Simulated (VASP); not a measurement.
Set up this calculation in VASP 6.6.1, as the native input.

- Task: single point
- Functional: PBEsol
- Potentials or basis: VASP PAW PBE potentials, release 64 (K_sv)
- Cutoff: 520 eV
- k mesh: 10 × 10 × 3
- Occupations: fermi-dirac, width 0.1 eV
- Spin: no spin polarisation
- Dipole correction: no
- Further INCAR settings: ALGO = Normal; EDIFF = 1e-07; NBANDS = 26

The structure of K lies in POSCAR:

```
K
1.0
    4.6549393048      0.0000000000      0.0000000000
   -2.3274696524      4.0312956910      0.0000000000
    0.0000000000      0.0000000000     15.2030317694
K
4
Direct
    0.0000000000      0.0000000000      0.0000000000
    0.0000000000      0.0000000000      0.5000000000
    0.3333333333      0.6666666667      0.2500000000
    0.6666666667      0.3333333333      0.7500000000
```

This isn't the form of K at room conditions, which is bcc.

One way to write it, as run:

INCAR

```
SYSTEM = K
  ALGO = Normal
  EDIFF = 1E-7
  ENCUT = 520
  GGA = PS
  ISIF = 2
  ISMEAR = -1
  LASPH = .TRUE.
  LCHARG = .FALSE.
  LREAL = .FALSE.
  LWAVE = .FALSE.
  NBANDS = 26
  NELM = 60
  PREC = Accurate
  SIGMA = 0.1
```

KPOINTS

```
k-points
0
G
  10 10 3
  0 0 0
```

Potentials or basis: VASP PAW PBE potentials, release 64 (K_sv).

Launch:

```bash
$ cat potpaw_PBE.64/K_sv/POTCAR > POTCAR
$ mpirun -np 1 vasp_std > vasp.out
```

It gave:

* Pressure: 0.0 GPa
* Band gap on the k mesh: zero (bands 18 and 19 overlap by 2.36 eV)

Caveat: the PAW data sets were made with another functional, which shifts forces and pressure a little.

It took 5.9 min on 1 thread of Intel Xeon 8259CL, on a shared host, peak memory 0.46 GiB.
